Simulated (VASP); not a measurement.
Crystal: Ga2SeS3.

```
Ga Se S
1.0
    -1.94039    1.94039    8.23306
     1.94039   -1.94039    8.23306
     1.94039    1.94039   -8.23306
Ga Se S
2 1 3
Direct
  0.83234 0.83234 0.00000
  0.16766 0.16766 0.00000
  0.50000 0.50000 0.00000
  0.67099 0.67099 0.00000
  0.00000 0.00000 0.00000
  0.32901 0.32901 0.00000
```

The cell was generated, and may not be a known phase.

| Item | Value |
| --- | --- |
| Program | VASP 6.6.1 |
| Task | relaxation of cell and atoms |
| Functional | PBE |
| Potentials or basis | VASP PAW PBE potentials, release 64 (Ga_d, Se, S) |
| Cutoff | 600 eV |
| k mesh | 4 × 4 × 4 |
| Occupations | gaussian, width 0.15 eV |
| Spin | no spin polarisation |

At the start: pressure -5.1 GPa; volume 20.67 Å³/atom.

**Question.** How do energy, volume and symmetry change on relaxing?

**Answer.** Over 8 steps the energy falls by 70.3 meV/atom and the volume is 19.08 Å³/atom (-7.7 %); space group I4/mmm (No. 139, to 0.1 Å) before and after.

The path:
```tsv
step	energy change (eV)	largest force (eV/Å)	pressure (GPa)	volume (Å³)
1	0.0000	0.5275	-5.09	123.99
2	-0.2805	0.5958	0.24	112.56
3	-0.2844	0.6000	1.12	111.25
4	-0.3612	0.4853	1.48	111.17
5	-0.3870	0.2541	2.12	111.05
6	-0.4168	0.0390	-0.80	115.94
7	-0.4192	0.0837	-0.22	114.86
8	-0.4217	0.0296	-0.02	114.46
```

Final structure:
```
Ga Se S
1.0
    -1.84933    1.84933    8.36713
     1.84933   -1.84933    8.36713
     1.84933    1.84933   -8.36713
Ga Se S
2 1 3
Direct
  0.82669 0.82669 0.00000
  0.17331 0.17331 0.00000
  0.50000 0.50000 0.00000
  0.67843 0.67843 0.00000
  0.00000 0.00000 0.00000
  0.32157 0.32157 0.00000
```

Caveat: the k points lie up to 0.43 Å⁻¹ apart in the final cell, too coarse for converged energies and pressures of a metal.
